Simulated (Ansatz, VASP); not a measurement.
# Two plane-wave programs on Br

File INCAR:

```
SYSTEM = Br
ALGO = Normal
EDIFF = 1E-6
ENCUT = 520
GGA = PE
ISIF = 2
ISMEAR = -1
LASPH = .True.
LCHARG = .False.
LREAL = .False.
LWAVE = .False.
NBANDS = 14
NELM = 100
PREC = Accurate
SIGMA = 0.08
```

File KPOINTS:

```
k-points
0
Gamma
  11 11 11
  0 0 0
```

Contents of POSCAR:

```
Br
1.0
    0.0000000000      2.5837637304      2.5837637304
    2.5837637304      0.0000000000      2.5837637304
    2.5837637304      2.5837637304      0.0000000000
Br
2
Direct
   -0.1250000000     -0.1250000000     -0.1250000000
    0.1250000000      0.1250000000      0.1250000000
```

Input for Ansatz:

```yaml
crystal:
  lattice:
    - [0.0, 2.5837637304, 2.5837637304]
    - [2.5837637304, 0.0, 2.5837637304]
    - [2.5837637304, 2.5837637304, 0.0]
  atoms:
    - { symbol: Br, position: [-0.125, -0.125, -0.125] }
    - { symbol: Br, position: [0.125, 0.125, 0.125] }
kpoints:
  mp_grid: { grid: [11, 11, 11] }
scf:
  occupations: { method: fermi_dirac, width: 0.08 }
hamiltonian:
  xc: pbe
  pseudopotentials: { kind: nc }
output:
  forces: true
  stress: true
  eigenvalues: true
```

Change from the starting cell: volume scaled by 0.4, norm-conserving files.

Alike in both runs: task single point; functional PBE; k mesh 11 × 11 × 11; occupations fermi-dirac, width 0.08 eV; no spin polarisation.

|  | VASP | Ansatz |
| --- | --- | --- |
| version | VASP 6.6.1 | Ansatz 0.2.0 |
| potentials or method | VASP PAW PBE potentials, release 64 (Br) | scalar-relativistic |
| plane-wave cutoff (eV) | 520 | 626 |
| valence electrons in the cell | 14 | 14 |

```tsv
	VASP	Ansatz	Ansatz less VASP
pressure (GPa)	101.9	101.5	-0.48
```

Both programs put the cell under a high pressure, so it lies far from rest at this level.

Noted on VASP's run: the cell as given lies far from equilibrium.
